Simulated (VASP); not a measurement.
# Ni (P6_3/mmc) in VASP: a series of runs, part 2 of 2

VASP 6.6.1. Earlier steps stand in the parts before.

## (4) Single point, BLYP+D3(BJ), collinear spin, ferromagnetic start

This run uses another cell than the first one, of 10.60 Å³/atom, 1.045 times its volume.

Input file INCAR:

```
  PREC = Accurate
  ENCUT = 520
  EDIFF = 1E-6
  ISMEAR = -1
  SIGMA = 0.15
  LREAL = False
  LASPH = True
  NELM = 150
  ALGO = Normal
  ISIF = 2
  LWAVE = False
  LCHARG = False
  ISPIN = 2
  MAGMOM = 2 2
  LORBIT = 11
  LMAXMIX = 4
  GGA = B5
  ALDAX = 1.0
  AGGAX = 1.0
  AGGAC = 1.0
  ALDAC = 0.0
  IVDW = 12
  VDW_S6 = 1.0
  VDW_S8 = 2.6996
  VDW_A1 = 0.4298
  VDW_A2 = 4.2359
  NBANDS = 21
```

Input file KPOINTS:

```
Automatic mesh
0
Gamma
  15 15 8
```

Input file POSCAR:

```
Ni
1.0
    2.4631587735      0.0000000000      0.0000000000
   -1.2315793868      2.1331580714      0.0000000000
    0.0000000000      0.0000000000      4.0359420150
Ni
2
Direct
    0.3333333333      0.6666666667      0.2500000000
    0.6666666667      0.3333333333      0.7500000000
```

Potentials or basis: VASP PAW PBE potentials, release 64 (Ni).

Launch:

```bash
cat potpaw_PBE.64/Ni/POTCAR > POTCAR
mpirun -np 1 vasp_std > vasp.out
```

OUTCAR:

```text
PREC = Accurate
   ENCUT = 520
   EDIFF = 1E-6
   ISMEAR = -1
   LREAL = False
   LASPH = True
   NELM = 150
   ISIF = 2
   ISPIN = 2
   LORBIT = 11
   GGA = B5
   IVDW = 12
 IVDW          = 12

 ion  position               nearest neighbor table
   1  0.333  0.667  0.250-   2 2.47   2 2.47   2 2.47   2 2.47   2 2.47   2 2.47
   2  0.667  0.333  0.750-   1 2.47   1 2.47   1 2.47   1 2.47   1 2.47   1 2.47

  LATTYP: Found a hexagonal cell.
 ALAT       =     2.4631587735
 C/A-ratio  =     1.6385228831

  Lattice vectors:

 A1 = (   2.4631587735,   0.0000000000,   0.0000000000)
 A2 = (  -1.2315793868,   2.1331580714,   0.0000000000)
 A3 = (   0.0000000000,   0.0000000000,   4.0359420150)

Analysis of symmetry for initial positions (statically):
=====================================================================
 Subroutine PRICEL returns:
 Original cell was already a primitive cell.

 Routine SETGRP: Setting up the symmetry group for a
 hexagonal supercell.

 Subroutine GETGRP returns: Found 24 space group operations
[... 777 lines left out ...]
      6       8.7361      0.99994
[... 565 lines left out ...]
     20      39.6920      0.00000
     21      44.3406      0.00000

 [... further k-points ...]

------------------------ aborting loop because EDIFF is reached ----------------------------------------

 Edisp (eV)   -2.15902

 E8    (eV) :    -1.5807

  FORCE on cell =-STRESS in cart. coord.  units (eV):
  Direction    XX          YY          ZZ          XY          YZ          ZX
  --------------------------------------------------------------------------------------
  -------------------------------------------------------------------------------------
  Total       0.00396     0.00396    -0.00777    -0.00000     0.00000     0.00000
  in kB       0.29901     0.29901    -0.58725    -0.00000     0.00000     0.00000
  external pressure =        0.00 kB  Pullay stress =        0.00 kB

 VOLUME and BASIS-vectors are now :
 -----------------------------------------------------------------------------
  energy-cutoff  :      520.00
  volume of cell :       21.21
      direct lattice vectors                 reciprocal lattice vectors
     2.463158774  0.000000000  0.000000000     0.405982761  0.234394256  0.000000000
    -1.231579387  2.133158071  0.000000000     0.000000000  0.468788513  0.000000000
     0.000000000  0.000000000  4.035942015     0.000000000  0.000000000  0.247773629

 POSITION                                       TOTAL-FORCE (eV/Angst)
 -----------------------------------------------------------------------------------
     -0.00000      1.42211      1.00899         0.000000      0.000000      0.000000
      1.23158      0.71105      3.02696        -0.000000      0.000000      0.000000
 -----------------------------------------------------------------------------------
    total drift:                               -0.000000      0.000000     -0.000000

  FREE ENERGIE OF THE ION-ELECTRON SYSTEM (eV)
  ---------------------------------------------------
  free  energy   TOTEN  =       -11.3797807368 eV

  energy  without entropy=      -11.1237745542  energy(sigma->0) =      -11.25177765

 total charge

# of ion       s       p       d       tot
------------------------------------------
    1        0.510   0.505   8.384   9.399
    2        0.510   0.505   8.384   9.399
--------------------------------------------------
tot          1.020   1.011  16.768  18.798

 magnetization (x)

# of ion       s       p       d       tot
------------------------------------------
    1       -0.004  -0.019   0.577   0.554
    2       -0.004  -0.019   0.577   0.554
--------------------------------------------------
tot         -0.009  -0.039   1.155   1.108
```

stdout:

```text
POSCAR found type information on POSCAR Ni
 POSCAR found :  1 types and       2 ions
 scaLAPACK will be used
 -----------------------------------------------------------------------------
|                                                                             |
|                                                                             |
|     You enforced a specific xc type in the INCAR file but a different       |
|     I HOPE YOU KNOW WHAT YOU ARE DOING!                                     |
|                                                                             |
 -----------------------------------------------------------------------------

 LDA part: xc-table for (Slater(with rela. corr.)+VWN5), standard interpolation
 POSCAR, INCAR and KPOINTS ok, starting setup
 FFT: planning ... GRIDC
 FFT: planning ... GRID_SOFT
 FFT: planning ... GRID
 WAVECAR not read
 entering main loop
```

Run time: 54 s. Hardware: 1 thread of Intel Xeon 6975P-C (Granite Rapids), shared host; peak memory 0.21 GiB.

Results:

* Free energy: -11.3798 eV
* Pressure: 0.0 GPa
* Net moment: 1.10 μB per cell
* Site moments: Ni +0.55 μB
* Valence electrons inside the program's atomic spheres: Ni 9.40
* Dispersion energy per atom: -1.080 eV

Levels at points of the mesh, in eV from the Fermi level:
Spin up:
```csv
k point,band 9,band 10,band 11,band 12,band 13,band 14
"(0.00, 0.00, 0.00)",-1.64,-0.65,-0.65,-0.14,5.89,23.25
"(0.00, 0.00, 0.50)",-0.95,-0.95,-0.95,-0.95,14.77,14.77
```
Spin down:
| k point | band 7 | band 8 | band 9 | band 10 | band 11 | band 12 |
| --- | --- | --- | --- | --- | --- | --- |
| (0.00, 0.00, 0.00) | -1.47 | -1.06 | -1.06 | -0.16 | -0.03 | -0.03 |
| (0.00, 0.00, 0.50) | -1.81 | -1.81 | -0.34 | -0.34 | -0.34 | -0.34 |

Caveat: the PAW data sets were made with another functional, which shifts forces and pressure a little; pairwise dispersion overbinds metals, which lowers pressure and volume.

## (5) Relaxation of cell and atoms, PBEsol, collinear spin, ferromagnetic start

This run uses another cell than the first one, of 10.57 Å³/atom, 1.042 times its volume.

Input file INCAR:

```
PREC = Accurate ; ENCUT = 600
EDIFF = 1E-6 ; ISMEAR = -1
SIGMA = 0.15 ; LREAL = F
LASPH = T ; NELM = 150
ALGO = Normal ; ISIF = 3
LWAVE = F ; LCHARG = F
ISPIN = 2 ; MAGMOM = 2 2
LORBIT = 11 ; LMAXMIX = 4
GGA = PS ; IBRION = 2
NSW = 80 ; EDIFFG = -0.01
```

Input file KPOINTS:

```
regular mesh
0
Gamma
  15 15 8
```

Input file POSCAR:

```
Ni
1.0
    2.4480229000      0.0000000000      0.0000000000
   -1.2240114500      2.1200500200      0.0000000000
    0.0000000000      0.0000000000      4.0728075700
Ni
2
Direct
    0.3333333333      0.6666666667      0.2500000000
    0.6666666667      0.3333333333      0.7500000000
```

Launch:

```bash
cat potpaw_PBE.64/Ni/POTCAR > POTCAR
mpirun -np 1 vasp_std > vasp.out
```

Run time: 2.1 min. Hardware: 1 thread of Intel Xeon 6975P-C (Granite Rapids), shared host; peak memory 0.22 GiB.

The run converged. Its results:

```
Free energy                                           : -12.3562 eV
Relaxed volume                                        : 10.44 Å³/atom
Relaxed cell                                          : a = 2.452 Å, b = 2.452 Å, c = 4.012 Å, α = 90.00°, β = 90.00°, γ = 120.00°
Space group after relaxing (to 0.05 Å)                : P6_3/mmc (No. 194)
Energy gained by relaxing                             : 2.5 meV/atom
Ionic steps                                           : 4
Pressure after relaxing                               : 0.0 GPa
Net moment                                            : 1.15 μB per cell
Site moments                                          : Ni +0.58 μB
Valence electrons inside the program's atomic spheres : Ni 9.39
```

The path:
| step | energy change (eV) | largest force (eV/Å) | pressure (GPa) | volume (Å³) |
| --- | --- | --- | --- | --- |
| 1 | 0.0000 | 0.0000 | -2.50 | 21.14 |
| 2 | -0.0029 | 0.0000 | 2.69 | 20.64 |
| 3 | -0.0042 | 0.0000 | 0.79 | 20.81 |
| 4 | -0.0051 | 0.0000 | 0.03 | 20.88 |

Final structure:
```yaml
crystal:
  lattice:
    - [2.45177, 0.00000, 0.00000]
    - [-1.22588, 2.12329, 0.00000]
    - [0.00000, 0.00000, 4.01161]
  atoms:
    - { symbol: Ni, position: [0.33333, 0.66667, 0.25000] }
    - { symbol: Ni, position: [0.66667, 0.33333, 0.75000] }
```

Levels at points of the mesh, in eV from the Fermi level:
Spin up:
```csv
k point,band 9,band 10,band 11,band 12,band 13,band 14
"(0.00, 0.00, 0.00)",-1.69,-0.68,-0.68,-0.45,5.94,22.91
"(0.00, 0.00, 0.50)",-0.98,-0.98,-0.98,-0.98,14.76,14.76
```
Spin down:
| k point | band 6 | band 7 | band 8 | band 9 | band 10 | band 11 | band 12 | band 13 |
| --- | --- | --- | --- | --- | --- | --- | --- | --- |
| (0.00, 0.00, 0.00) | -1.49 | -1.49 | -1.07 | -1.07 | -0.47 | -0.01 | -0.01 | 6.31 |
| (0.00, 0.00, 0.50) | -1.84 | -1.84 | -1.84 | -0.32 | -0.32 | -0.32 | -0.32 | 14.90 |

Caveat: the PAW data sets were made with another functional, which shifts forces and pressure a little.

## (6) Overview

```tsv
task	level	cell	cutoff (eV)	gap on the mesh (eV)	pressure (GPa)	moment (μB)
single point	PBEsol+D3(BJ)	a = 2.428, b = 2.428, c = 3.975 Å, angles 90.0, 90.0, 120.0°, 2 atoms	520	none	-0.1	1.13
single point	PBEsol	a = 2.452, b = 2.452, c = 4.013 Å, angles 90.0, 90.0, 120.0°, 2 atoms	520	none	0.0	1.15
single point	BLYP+D3(BJ)	a = 2.463, b = 2.463, c = 4.036 Å, angles 90.0, 90.0, 120.0°, 2 atoms	520	none	0.0	1.10
relaxation of cell and atoms	PBEsol	relaxed from a = 2.448, b = 2.448, c = 4.073 Å, angles 90.0, 90.0, 120.0°, 2 atoms	600	none	0.0	1.15
```

Alike in all rows: potentials or basis VASP PAW PBE potentials, release 64 (Ni); spin collinear, ferromagnetic start; k mesh 15 × 15 × 8; smearing fermi-dirac 0.15 eV.

Caveats: the PAW data sets were made with another functional, which shifts forces and pressure a little; pairwise dispersion overbinds metals, which lowers pressure and volume (some runs).

Absolute energies hang on the potentials; compare differences alone.
